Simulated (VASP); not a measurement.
Set up this calculation in VASP 6.6.1, as the native input.

```yaml
Task: single point
Functional: PBEsol
Potentials_or_basis: VASP PAW PBE potentials, release 64 (Li_sv, Se)
Cutoff: 750 eV
k_mesh: 5 × 5 × 5
Occupations: gaussian, width 0.01 eV
Spin: no spin polarisation
Dipole_correction: no
Further_INCAR_settings: ALGO = Normal; EDIFF = 1e-06; NBANDS = 13
```

The structure of Li2Se lies in POSCAR:

```
Li2Se
1.0
    0.0000000000      3.0805216679      3.0805216679
    3.0805216679      0.0000000000      3.0805216679
    3.0805216679      3.0805216679      0.0000000000
Li Se
2 1
Direct
    0.2500000000      0.2500000000      0.2500000000
    0.7500000000      0.7500000000      0.7500000000
    0.0000000000      0.0000000000      0.0000000000
```

These files were run (other wordings do the same):

INCAR

```
SYSTEM = Li2Se
PREC = Accurate
ENCUT = 750
EDIFF = 1E-6
ISMEAR = 0
SIGMA = 0.01
LREAL = .FALSE.
LASPH = .TRUE.
NELM = 120
ALGO = Normal
ISIF = 2
LWAVE = .FALSE.
LCHARG = .FALSE.
GGA = PS
NBANDS = 13
GGA_COMPAT = .FALSE.
```

KPOINTS

```
Automatic mesh
0
G
  5 5 5
  0 0 0
```

Potentials or basis: VASP PAW PBE potentials, release 64 (Li_sv, Se).

Launch:

```sh
$ cat potpaw_PBE.64/Li_sv/POTCAR potpaw_PBE.64/Se/POTCAR > POTCAR
$ mpirun -np 1 vasp_std > vasp.out
```

Results of the run:

```json
{
  "Pressure": "-3.1 GPa",
  "Band gap on the k mesh": "2.93 eV, direct"
}
```

Caveat: the PAW data sets were made with another functional, which shifts forces and pressure a little.

Run time: 24 s on 1 thread of AMD EPYC 7R13, with other jobs on the host, peak memory 0.2 GiB.
